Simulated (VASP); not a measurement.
Input of a VASP 6.6.1 run:

Contents of INCAR:

```
ALGO     = Normal         # electronic algorithm
EDIFF    = 1E-6           # SCF threshold, eV
EDIFFG   = -0.005         # ionic threshold
ENCUT    = 600            # plane-wave cutoff, eV
GGA      = PE             # functional
IBRION   = 2              # ionic algorithm
ISIF     = 3              # what is computed and relaxed
ISMEAR   = -1             # smearing method
LASPH    = True           # aspherical terms in the spheres
LCHARG   = False          # write CHGCAR
LREAL    = False          # projectors in reciprocal space
LWAVE    = False          # write WAVECAR
NELM     = 100            # most SCF steps
NSW      = 60             # ionic steps
PREC     = Accurate       # precision mode
PSTRESS  = 0.033        
SIGMA    = 0.08           # smearing width, eV
```

The input KPOINTS:

```
k-points
0
Gamma
  14 14 14
```

The input POSCAR:

```
AlNi
1.0
    2.9878041614      0.0000000000      0.0000000000
    0.0000000000      2.9878041614      0.0000000000
    0.0000000000      0.0000000000      2.9878041614
Ni Al
1 1
Direct
    0.0000000000      0.0000000000      0.0000000000
    0.5000000000      0.5000000000      0.5000000000
```

Potentials or basis: VASP PAW PBE potentials, release 64 (Ni, Al).

The run is started by

```console
$ cat potpaw_PBE.64/Ni/POTCAR potpaw_PBE.64/Al/POTCAR > POTCAR
$ mpirun -np 1 vasp_std > vasp.out
```

Problem. Predict the space group after relaxing (to 0.05 Å).

Solution. Pm-3m (No. 221).

Problem. What does it give for the relaxed volume?

Solution. 12.11 Å³/atom.

Problem. What does it give for the relaxed cell?

Solution. a = 2.893 Å, b = 2.893 Å, c = 2.893 Å, α = 90.00°, β = 90.00°, γ = 90.00°.

The path:
```tsv
step	energy change (eV)	largest force (eV/Å)	pressure (GPa)	volume (Å³)
1	0.0000	0.0000	-12.37	26.67
2	-0.0635	0.0000	10.08	22.89
3	-0.1034	0.0000	-0.07	24.23
4	-0.1034	0.0000	0.26	24.18
5	-0.1034	0.0000	-0.12	24.24
6	-0.1034	0.0000	0.01	24.22
```

Caveat: the cell is relaxed towards a set pressure, so the enthalpy falls and the energy may rise. Spin polarisation is off, so any magnetic state and its effect on volume and gap are missing.
